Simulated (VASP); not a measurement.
Here is a VASP 6.6.1 calculation.

INCAR

```
SYSTEM = Mg
PREC = Accurate ; ENCUT = 520
EDIFF = 1E-6 ; ISMEAR = 0
SIGMA = 0.1 ; LREAL = .FALSE.
LASPH = .TRUE. ; NELM = 60
ALGO = Normal ; ISIF = 2
LWAVE = .FALSE. ; LCHARG = .FALSE.
GGA = PE ; NBANDS = 9
```

File KPOINTS:

```
regular mesh
0
G
  21 21 10
  0 0 0
```

The input POSCAR:

```
Mg
1.0
    3.1968825683      0.0000000000      0.0000000000
   -1.5984412842      2.7685815171      0.0000000000
    0.0000000000      0.0000000000      5.1903890685
Mg
2
Direct
    0.6666666667      0.3333333333      0.7500000000
    0.3333333333      0.6666666667      0.2500000000
```

Potentials or basis: VASP PAW PBE potentials, release 64 (Mg).

Run with:

```bash
$ cat potpaw_PBE.64/Mg/POTCAR > POTCAR
$ mpirun -np 1 vasp_std > vasp.out
```

Question: Predict the pressure.

Answer: -0.2 GPa.

Question: Predict the band gap on the k mesh.

Answer: Zero (bands 2 and 3 overlap by 2.36 eV).
